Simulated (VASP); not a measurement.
The system is CdTeSe3.

```
CELL_PARAMETERS angstrom
5.45622 0.00000 0.00000
0.00000 5.45622 0.00000
0.00000 0.00000 6.11582
ATOMIC_POSITIONS crystal
Cd 0.00000 0.00000 0.37006
Te 0.50000 0.50000 0.58428
Se 0.00000 0.50000 0.42013
Se 0.50000 0.50000 0.97801
Se 0.50000 0.00000 0.42013
```

```yaml
Program: VASP 6.6.1
Task: relaxation of cell and atoms
Functional: PBE
Potentials_or_basis: VASP PAW PBE potentials, release 64 (Cd, Te, Se)
Cutoff: 600 eV
k_mesh: 8 × 8 × 6
Occupations: gaussian, width 0.1 eV
Spin: no spin polarisation
```

At the start: pressure 0.0 GPa; volume 36.41 Å³/atom.

**Question.** Where does the relaxation end?

**Answer.** Over 18 steps the energy falls by 2.4 meV/atom and the volume is 36.88 Å³/atom (+1.3 %); space group P4mm (No. 99, to 0.05 Å).

Step by step:
| step | energy change (eV) | largest force (eV/Å) | pressure (GPa) | volume (Å³) |
| --- | --- | --- | --- | --- |
| 1 | 0.0000 | 0.1318 | 0.03 | 182.07 |
| 2 | -0.0023 | 0.1006 | -0.03 | 182.24 |
| 3 | -0.0064 | 0.1333 | -0.20 | 182.73 |
| 4 | -0.0035 | 0.2540 | -0.51 | 183.72 |
| 5 | -0.0071 | 0.1667 | -0.29 | 183.04 |
| 6 | -0.0084 | 0.1017 | -0.19 | 182.62 |
| 7 | -0.0092 | 0.0231 | -0.05 | 182.09 |
| 8 | -0.0093 | 0.0248 | -0.01 | 181.91 |
| 9 | -0.0095 | 0.0259 | 0.02 | 181.80 |
| 10 | -0.0097 | 0.0290 | 0.04 | 181.69 |
| 11 | -0.0097 | 0.0821 | 0.09 | 181.48 |
| 12 | -0.0097 | 0.0505 | 0.06 | 181.61 |
| 13 | -0.0100 | 0.0481 | 0.06 | 181.73 |
| 14 | -0.0105 | 0.0409 | 0.05 | 182.11 |
| 15 | -0.0114 | 0.0249 | 0.04 | 182.86 |
| 16 | -0.0121 | 0.0192 | 0.02 | 184.35 |
| 17 | -0.0118 | 0.0843 | -0.09 | 184.78 |
| 18 | -0.0121 | 0.0031 | 0.00 | 184.42 |

Final structure:
```yaml
crystal:
  lattice:
    - [5.46155, 0.00000, 0.00000]
    - [0.00000, 5.46155, 0.00000]
    - [0.00000, 0.00000, 6.18265]
  atoms:
    - { symbol: Cd, position: [0.00000, 0.00000, 0.36262] }
    - { symbol: Te, position: [0.50000, 0.50000, 0.57913] }
    - { symbol: Se, position: [0.00000, 0.50000, 0.43134] }
    - { symbol: Se, position: [0.50000, 0.50000, 0.96816] }
    - { symbol: Se, position: [0.50000, 0.00000, 0.43134] }
```
